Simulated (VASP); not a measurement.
Here is a VASP 6.6.1 calculation.

POSCAR

```
Ni
1.0
    0.0000000000      1.7375729330      1.7375729330
    1.7375729330      0.0000000000      1.7375729330
    1.7375729330      1.7375729330      0.0000000000
Ni
1
Direct
    0.0000000000      0.0000000000      0.0000000000
```

The input INCAR.step1:

```
SYSTEM = Ni
  GGA = PS
  ISPIN = 2
  MAGMOM = 1
  LORBIT = 11
  LDAU = .TRUE.
  LDAUTYPE = 2
  LDAUL = 2
  LDAUU = 5
  LDAUJ = 0
  ISMEAR = 1
  SIGMA = 0.1
  LWAVE = .FALSE.
  LCHARG = .TRUE.
  NBANDS = 25
  PREC = Accurate
  LASPH = .TRUE.
  LREAL = .FALSE.
  ALGO = Normal
  EDIFF = 1E-6
  NELM = 200
  GGA_COMPAT = .FALSE.
  ENCUT = 310
  LMAXMIX = 4
```

File KPOINTS.step1:

```
k-points
0
Gamma
  15 15 15
```

File INCAR.step2:

```
SYSTEM = Ni
  GGA = PS
  ISPIN = 2
  MAGMOM = 1
  LORBIT = 11
  LDAU = .TRUE.
  LDAUTYPE = 2
  LDAUL = 2
  LDAUU = 5
  LDAUJ = 0
  ISMEAR = -5
  LWAVE = .FALSE.
  LCHARG = .FALSE.
  NBANDS = 25
  PREC = Accurate
  LASPH = .TRUE.
  LREAL = .FALSE.
  ALGO = Normal
  EDIFF = 1E-6
  NELM = 200
  GGA_COMPAT = .FALSE.
  ENCUT = 310
  LMAXMIX = 4
  NEDOS = 2001
  EMIN = -7.8021
  EMAX = 17.1979
  ICHARG = 11
```

Contents of KPOINTS.step2:

```
Automatic mesh
0
Gamma
  18 18 18
  0 0 0
```

Potentials or basis: VASP PAW PBE potentials, release 64 (Ni).

The run is started by

```bash
$ cat potpaw_PBE.64/Ni/POTCAR > POTCAR
$ cp INCAR.step1 INCAR
$ cp KPOINTS.step1 KPOINTS
$ mpirun -np 1 vasp_std > vasp.out
$ cp INCAR.step2 INCAR
$ cp KPOINTS.step2 KPOINTS
$ mpirun -np 1 vasp_std > vasp.out
```

Question: Predict the density of states at the Fermi level.

Answer: 1.15 states/eV/atom.

Question: Predict the net moment.

Answer: 0.78 μB per cell.

Caveat: the U is typed as a test and isn't derived for this compound. The state reached can hang on the start; a lower one may exist.
